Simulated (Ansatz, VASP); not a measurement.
# Two plane-wave programs on Au

```
CELL_PARAMETERS angstrom
0.00000 2.14778 2.04550
2.14778 0.00000 2.04550
2.14778 2.14778 0.00000
ATOMIC_POSITIONS crystal
Au 0.00000 0.00000 0.00000
```

Change from the starting cell: strain +0.050 along x and y, +0.000 along z, atoms carried along.

Alike in both runs: task single point; functional r2SCAN; k mesh 20 × 20 × 20; occupations gaussian, width 0.15 eV; no spin polarisation.

```csv
,VASP,Ansatz
version,VASP 6.6.1,Ansatz 0.2.0
potentials or method,"VASP PAW PBE potentials, release 64 (Au), cutoff 520 eV","scalar-relativistic, plane waves, PAW"
valence electrons in the cell,11,19
```

Ansatz gave:

| Item | Value |
| --- | --- |
| gap on the k mesh at the Fermi level (eV) | none |
| pressure (GPa) | -9.0 |
| traceless stress, the component that is largest in VASP (GPa) | 0.61 |

Estimate VASP's values.

gap on the k mesh at the Fermi level (eV): none; pressure (GPa): -8.9; traceless stress, the component that is largest in VASP (GPa): 0.62.

VASP's potentials were made for PBE, not for r2SCAN. A gap of «none» marks a metal or a gap that the smearing closes. The functional is the same, so the differences come from potentials, cutoffs and numerics. VASP's potentials hold 11 valence electrons a cell and Ansatz's 19, so a difference there can come from the potentials and not from the codes.

Spin-orbit coupling is off throughout.
